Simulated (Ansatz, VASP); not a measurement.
## One calculation of PbO, two programs

File INCAR:

```
SYSTEM = PbO
PREC     = Accurate       ! precision mode
ENCUT    = 520            ! plane-wave cutoff, eV
EDIFF    = 1E-6           ! SCF threshold, eV
ISMEAR   = 0              ! smearing method
SIGMA    = 0.05           ! smearing width, eV
LREAL    = .FALSE.        ! projectors in reciprocal space
LASPH    = .TRUE.         ! aspherical terms in the spheres
NELM     = 100            ! most SCF steps
ALGO     = Normal         ! electronic algorithm
ISIF     = 2              ! what is computed and relaxed
LWAVE    = .FALSE.        ! write WAVECAR
LCHARG   = .FALSE.        ! write CHGCAR
GGA      = PE             ! functional
IVDW     = 12             ! dispersion correction
NBANDS   = 28             ! bands
```

KPOINTS

```
regular mesh
0
G
  8 8 6
  0 0 0
```

The input POSCAR:

```
PbO
1.0
    4.0288506019      0.0000000000      0.0000000000
    0.0000000000      4.0288506019      0.0000000000
    0.0000000000      0.0000000000      4.8871709475
Pb O
2 2
Direct
    0.0000000000      0.5000000000      0.2351000000
    0.5000000000      0.0000000000      0.7649000000
    0.0000000000      0.0000000000      0.0000000000
    0.5000000000      0.5000000000      0.0000000000
```

Input for Ansatz:

```yaml
crystal:
  lattice:
    - [4.0288506019, 0.0, 0.0]
    - [0.0, 4.0288506019, 0.0]
    - [0.0, 0.0, 4.8871709475]
  atoms:
    - { symbol: Pb, position: [0.0, 0.5, 0.2351] }
    - { symbol: Pb, position: [0.5, 0.0, 0.7649] }
    - { symbol: O, position: [0.0, 0.0, 0.0] }
    - { symbol: O, position: [0.5, 0.5, 0.0] }
basis:
  ecutwfc: 420
kpoints:
  mp_grid: { grid: [8, 8, 6] }
hamiltonian:
  xc: pbe
  dispersion: d3bj
scf:
  occupations: { method: gaussian, width: 0.05 }
output:
  forces: true
  stress: true
  eigenvalues: true
```

Alike in both runs: task single point; functional PBE; dispersion D3(BJ); k mesh 8 × 8 × 6; occupations gaussian, width 0.05 eV; no spin polarisation.

|  | VASP | Ansatz |
| --- | --- | --- |
| version | VASP 6.6.1 | Ansatz 0.2.0 |
| potentials or method | VASP PAW PBE potentials, release 64 (Pb_d, O), cutoff 520 eV | scalar-relativistic, plane waves, PAW |
| valence electrons in the cell | 40 | 40 |

|  | VASP | Ansatz | Ansatz less VASP |
| --- | --- | --- | --- |
| gap on the k mesh at the Fermi level (eV) | 1.35 | 1.34 | -0.006 |
| least direct gap on the mesh (eV) | 2.27 | 2.29 | +0.026 |
| pressure (GPa) | 2.6 | 2.5 | -0.08 |
| traceless stress, the component that is largest in VASP (GPa) | 0.37 | 0.40 | +0.029 |
| rms of the force components (eV/Å) | 0.256 | 0.239 | -0.0177 |

Atom by atom the forces differ by 0.018 eV/Å (rms over components).

Neither program's run includes spin-orbit coupling.
